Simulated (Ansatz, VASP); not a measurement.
# Ir in VASP and in Ansatz

File INCAR:

```
SYSTEM = Ir
  PREC = Accurate
  ENCUT = 520
  EDIFF = 1E-6
  ISMEAR = 0
  SIGMA = 0.15
  LREAL = .False.
  LASPH = .True.
  NELM = 60
  ALGO = Fast
  ISIF = 2
  LWAVE = .False.
  LCHARG = .False.
  GGA = PE
  NBANDS = 10
```

The input KPOINTS:

```
Automatic mesh
0
Gamma
  22 22 22
  0 0 0
```

Contents of POSCAR:

```
Ir
1.0
    0.0000000000      1.9197000000      1.9676925000
    1.9197000000      0.0000000000      1.9676925000
    1.9197000000      1.9197000000      0.0000000000
Ir
1
Direct
    0.0000000000      0.0000000000      0.0000000000
```

Input for Ansatz:

```yaml
crystal:
  lattice:
    - [0.0, 1.9197, 1.9676925]
    - [1.9197, 0.0, 1.9676925]
    - [1.9197, 1.9197, 0.0]
  atoms:
    - { symbol: Ir, position: [0.0, 0.0, 0.0] }
basis:
  ecutwfc: 420
kpoints:
  mp_grid: { grid: [22, 22, 22] }
hamiltonian:
  xc: pbe
scf:
  occupations: { method: gaussian, width: 0.15 }
output:
  forces: true
  stress: true
  eigenvalues: true
  write_density: true
  write_potential: true
  elf: true
  volumetric_format: npy
```

Change from the starting cell: strain +0.0250 x Voigt [0, 0, 1, 0, 0, 0], atoms carried along.

Alike in both runs: task single point; functional PBE; k mesh 22 × 22 × 22; occupations gaussian, width 0.15 eV; no spin polarisation.

```csv
,VASP,Ansatz
version,VASP 6.6.1,Ansatz 0.2.0
potentials or method,"VASP PAW PBE potentials, release 64 (Ir), cutoff 520 eV","scalar-relativistic, plane waves, PAW"
valence electrons in the cell,9,17
```

VASP gave:

```
gap on the k mesh at the Fermi level (eV)                     : none
pressure (GPa)                                                : 0.5
traceless stress, the component that is largest in VASP (GPa) : -5.78
```

Which values does Ansatz return?

gap on the k mesh at the Fermi level (eV): none; pressure (GPa): 0.1; traceless stress, the component that is largest in VASP (GPa): -5.82.

A gap of «none» marks a metal or a gap that the smearing closes. VASP's potentials hold 9 valence electrons a cell and Ansatz's 17, so a difference there can come from the potentials and not from the codes.

Spin-orbit coupling is off throughout.
